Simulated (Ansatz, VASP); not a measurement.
Two plane-wave programs on B

```
B
1.0
     1.23774    0.71461    2.78670
    -1.23774    0.71461    2.78670
     0.00000   -1.42922    2.78670
B
2
Direct
  0.10013 0.10013 0.10013
  0.89987 0.89987 0.89987
```

Alike in both runs: functional PBE; k mesh 27 × 27 × 27; occupations gaussian, width 0.1 eV; no spin polarisation.

Ansatz relaxed the structure, and its values are those at the end. VASP's run is a single point on that final structure, the one shown.

|  | VASP | Ansatz |
| --- | --- | --- |
| version | VASP 6.6.1 | Ansatz 0.2.0 |
| potentials or method | VASP PAW PBE potentials, release 64 (B), cutoff 520 eV | scalar-relativistic, plane waves, PAW |
| valence electrons in the cell | 6 | 6 |

|  | VASP | Ansatz | Ansatz less VASP |
| --- | --- | --- | --- |
| gap on the k mesh at the Fermi level (eV) | none | none | - |
| pressure (GPa) | 0.0 | 0.0 | +0.01 |

A gap of «none» marks a metal or a gap that the smearing closes.
